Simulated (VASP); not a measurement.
# TiB2 in VASP: a series of runs, part 2 of 2

VASP 6.6.1. The steps go on from the part before.

**5. Electric field gradients, PBE (8.04 Å³/atom)**

This run uses another cell than the first one, of 8.04 Å³/atom.

Input file INCAR:

```
SYSTEM = TiB2
ALGO = Normal
EDIFF = 1E-8
ENCUT = 520
GGA = PE
ISIF = 2
ISMEAR = -1
LASPH = .TRUE.
LCHARG = .FALSE.
LEFG = .TRUE.
LREAL = .FALSE.
LWAVE = .FALSE.
NBANDS = 16
NELM = 60
PREC = Accurate
SIGMA = 0.08
```

Input file KPOINTS:

```
k-points
0
G
  15 15 13
  0 0 0
```

Input file POSCAR:

```
TiB2
1.0
    2.9673604788      0.0000000000      0.0000000000
   -1.4836802394      2.5698095569      0.0000000000
    0.0000000000      0.0000000000      3.1624957934
Ti B
1 2
Direct
    0.0000000000      0.0000000000      0.0000000000
    0.3333333333      0.6666666667      0.5000000000
    0.6666666667      0.3333333333      0.5000000000
```

Potentials or basis: VASP PAW PBE potentials, release 64 (Ti_sv, B).

Launch:

```
> cat potpaw_PBE.64/Ti_sv/POTCAR potpaw_PBE.64/B/POTCAR > POTCAR
> mpirun -np 1 vasp_std > vasp.out
```

OUTCAR:

```text
SYSTEM = TiB2
   EDIFF = 1E-8
   ENCUT = 520
   GGA = PE
   ISIF = 2
   ISMEAR = -1
   LASPH = .TRUE.
   LREAL = .FALSE.
   NELM = 60
   PREC = Accurate

 ion  position               nearest neighbor table
   1  0.000  0.000  0.000-   2 2.33   3 2.33   2 2.33   3 2.33   3 2.33   3 2.33   2 2.33   2 2.33
                             3 2.33   3 2.33   2 2.33   2 2.33
   2  0.333  0.667  0.500-   3 1.71   3 1.71   3 1.71   1 2.33   1 2.33   1 2.33   1 2.33   1 2.33
                             1 2.33
   3  0.667  0.333  0.500-   2 1.71   2 1.71   2 1.71   1 2.33   1 2.33   1 2.33   1 2.33   1 2.33
                             1 2.33

  LATTYP: Found a hexagonal cell.
 ALAT       =     2.9673604788
 C/A-ratio  =     1.0657605694

  Lattice vectors:

[... 658 lines left out ...]
  volume of cell :       24.12
      direct lattice vectors                 reciprocal lattice vectors
     2.967360479  0.000000000  0.000000000     0.336999838  0.194566947  0.000000000
    -1.483680239  2.569809557  0.000000000     0.000000000  0.389133894  0.000000000
     0.000000000  0.000000000  3.162495793     0.000000000  0.000000000  0.316205954

 POSITION                                       TOTAL-FORCE (eV/Angst)
 -----------------------------------------------------------------------------------
      0.00000      0.00000      0.00000        -0.000000     -0.000000      0.000000
     -0.00000      1.71321      1.58125        -0.000000     -0.000000      0.000000
      1.48368      0.85660      1.58125         0.000000      0.000000     -0.000000
 -----------------------------------------------------------------------------------
    total drift:                               -0.000000      0.000000      0.000000

  FREE ENERGIE OF THE ION-ELECTRON SYSTEM (eV)
  ---------------------------------------------------
  free  energy   TOTEN  =       -24.3463069597 eV

  energy  without entropy=      -24.3388232092  energy(sigma->0) =      -24.34256508

 Electric field gradients (V/A^2)
---------------------------------------------------------------------
 ion       V_xx      V_yy      V_zz      V_xy      V_xz      V_yz
---------------------------------------------------------------------
   1      -9.333    -9.333    18.666    -0.000    -0.000     0.000
   2      -2.329    -2.329     4.658     0.000     0.000    -0.000
   3      -2.329    -2.329     4.658     0.000     0.000     0.000
---------------------------------------------------------------------

 Electric field gradients after diagonalization (V/A^2)
 (convention: |V_zz| > |V_xx| > |V_yy|)
----------------------------------------------------------------------
 ion       V_xx      V_yy      V_zz     asymmetry (V_yy - V_xx)/ V_zz
----------------------------------------------------------------------
   1      -9.333    -9.332    18.666       0.000
   2      -2.329    -2.329     4.658       0.000
   3      -2.329    -2.329     4.658       0.000
----------------------------------------------------------------------

           NMR quadrupolar parameters

 Cq : quadrupolar parameter    Cq=e*Q*V_zz/h
 eta: asymmetry parameters     (V_yy - V_xx)/ V_zz
 Q  : nuclear electric quadrupole moment in mb (millibarn)
----------------------------------------------------------------------
 ion       Cq(MHz)       eta       Q (mb)
----------------------------------------------------------------------
   1       0.045       0.000       1.000
   2       0.011       0.000       1.000
   3       0.011       0.000       1.000
----------------------------------------------------------------------
```

stdout:

```text
POSCAR found type information on POSCAR TiB
 POSCAR found :  2 types and       3 ions
 scaLAPACK will be used
 LDA part: xc-table for (Slater+PW92), standard interpolation
 POSCAR, INCAR and KPOINTS ok, starting setup
 FFT: planning ... GRIDC
 FFT: planning ... GRID_SOFT
 FFT: planning ... GRID
 WAVECAR not read
 entering main loop
ion   1

ion   2

ion   3
```

Wall time 2 min (1 thread of Intel Xeon 8259CL, shared host); peak memory 0.19 GiB.

Results:

```yaml
Free_energy: -24.3463 eV
Pressure: 18.3 GPa
Band_gap_on_the_k_mesh: zero (bands 9 and 10 overlap by 0.50 eV)
Largest_electric_field_gradient_by_atom: Ti +18.7; B +4.7 V/Å²
```

Levels at points of the mesh, in eV from the Fermi level:
| k point | band 6 | band 7 | band 8 | band 9 | band 10 | band 11 | band 12 | band 13 |
| --- | --- | --- | --- | --- | --- | --- | --- | --- |
| (0.00, 0.00, 0.00) | -2.76 | -2.76 | -2.37 | -2.29 | 2.05 | 2.05 | 3.93 | 3.93 |

Electric field gradients, principal values (V/Å²):
```csv
atom,least,middle,greatest (by size)
1 Ti,-9.332,-9.333,18.666
2 B,-2.329,-2.329,4.658
3 B,-2.329,-2.329,4.658
```

Caveat: the cell stands under pressure; without QUAD_EFG the Cq values of the log hold for a quadrupole moment of 1 mb, not for the nuclei.

**6. The runs side by side**

| task | cell | k mesh for the DOS | occupations for the DOS | gap on the mesh (eV) | pressure (GPa) |
| --- | --- | --- | --- | --- | --- |
| electric field gradients | a = 3.030, b = 3.055, c = 3.229 Å, angles 90.4, 91.1, 120.9°, 3 atoms | - | - | none | 0.8 |
| single point | a = 3.029, b = 3.029, c = 3.228 Å, angles 90.0, 90.0, 120.0°, 3 atoms | 23 × 23 × 20 | tetrahedron | - | - |
| electric field gradients | a = 2.967, b = 2.967, c = 3.162 Å, angles 90.0, 90.0, 120.0°, 3 atoms | - | - | none | 18.3 |

Alike in all rows: level PBE; potentials or basis VASP PAW PBE potentials, release 64 (Ti_sv, B); no spin polarisation; k mesh 15 × 15 × 13; cutoff (eV) 520; smearing fermi-dirac 0.08 eV.

Caveats: the cell stands under pressure (at least some runs).

Absolute energies hang on the potentials; compare differences alone.
